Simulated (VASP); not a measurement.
CoSi (NiAs type), 4 atoms in the cell. The structure is hexagonal, space group P6_3/mmc (No. 194). Conventional cell: a = 3.380 Å, b = 3.380 Å, c = 5.024 Å, α = 90.00°, β = 90.00°, γ = 120.00°. Within 3.1 Å of Co (site symmetry -3m) lie 6 Si at 2.32 Å and 2 Co at 2.51 Å. Si (site symmetry -6m2) has 6 Co at 2.32 Å within 3.1 Å. 

| Item | Value |
| --- | --- |
| Program | VASP 6.6.1 |
| Task | single point |
| Functional | PBE |
| Potentials or basis | VASP PAW PBE potentials, release 64 (Co, Si) |
| Cutoff | 520 eV |
| k mesh | 11 × 11 × 6 |
| Occupations | fermi-dirac, width 0.05 eV |
| Spin | no spin polarisation |
| Dipole correction | no |
| Further INCAR settings | ALGO = Normal; EDIFF = 1e-07; NBANDS = 21 |

Potentials or basis: VASP PAW PBE potentials, release 64 (Co, Si).

Launch:

```sh
$ cat potpaw_PBE.64/Co/POTCAR potpaw_PBE.64/Si/POTCAR > POTCAR
$ mpirun -np 1 vasp_std > vasp.out
```

Hardware: 1 thread of Intel(R) Xeon(R) 6975P-C (Granite Rapids) (shared host).

How long does it take, and how much memory?

Run time: 35 s on 1 thread of Intel(R) Xeon(R) 6975P-C (Granite Rapids), with other jobs on the host, peak memory 0.21 GiB. Counts: scf iterations 16, k points 64.
